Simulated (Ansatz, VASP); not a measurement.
Given: the input of a run of VASP 6.6.1 on Ga.

Contents of INCAR:

```
SYSTEM = Ga
PREC = Accurate ; ENCUT = 600
EDIFF = 1E-7 ; ISMEAR = -1
SIGMA = 0.05 ; LREAL = .FALSE.
LASPH = .TRUE. ; NELM = 80
ALGO = Fast ; ISIF = 3
LWAVE = .FALSE. ; LCHARG = .FALSE.
GGA = PE ; IVDW = 12
IBRION = 2 ; NSW = 60
EDIFFG = -0.01
```

File KPOINTS:

```
regular mesh
0
G
  10 8 7
  0 0 0
```

The input POSCAR:

```
Ga
1.0
    2.7784220849      0.0000000000      0.0000000000
    0.0000000000      3.2816087900      0.0000000000
   -1.3434310986      0.0000000000      3.9902731763
Ga
2
Direct
    0.1345962700      0.7500000000      0.7701668300
    0.8654037300      0.2500000000      0.2298331700
```

Potentials or basis: VASP PAW PBE potentials, release 64 (Ga_d).

Run with:

```bash
$ cat potpaw_PBE.64/Ga_d/POTCAR > POTCAR
$ mpirun -np 1 vasp_std > vasp.out
```

Question: Set up the same calculation for Ansatz 0.2.0. Potentials there: Ansatz PAW.

Answer: As run (the cutoff follows the program's own potentials):

The input input.yaml:

```yaml
crystal:
  lattice:
    - [2.7784220849, 0.0, 0.0]
    - [0.0, 3.28160879, 0.0]
    - [-1.3434310986, 0.0, 3.9902731763]
  atoms:
    - { symbol: Ga, position: [0.13459627, 0.75, 0.77016683] }
    - { symbol: Ga, position: [0.86540373, 0.25, 0.22983317] }
hamiltonian:
  xc: pbe
  pseudopotentials: { kind: paw }
  dispersion: d3bj
kpoints:
  mp_grid: { grid: [10, 8, 7] }
scf:
  occupations: { method: fermi_dirac, width: 0.05 }
output:
  forces: true
  stress: true
  eigenvalues: true
relax:
  f_tol: 0.01
  max_steps: 40
  cell: { stress_tol: 0.05 }
```

Potentials or basis: Ansatz PAW.

Run with:

```console
$ ansatz run input.yaml --threads 2 --pin off --max-ram 5632MiB --backend cpu --events-out ev --progress --plain --runs-dir out
```

Both were run:

|  | VASP | Ansatz | Ansatz less VASP |
| --- | --- | --- | --- |
| gap on the k mesh at the Fermi level, each at its own relaxed structure (eV) | none | none | - |
| relaxed volume (Å³/atom) | 18.26 | 18.24 | -0.021 |
| relaxed cell length with the largest relative difference (Å) | 3.206 | 3.205 | -0.0008 |

A gap of «none» marks a metal or a gap that the smearing closes.

Noted on Ansatz's run: the plane-wave basis is chosen anew once the cell has moved, so the energies of steps on either side of that aren't comparable.
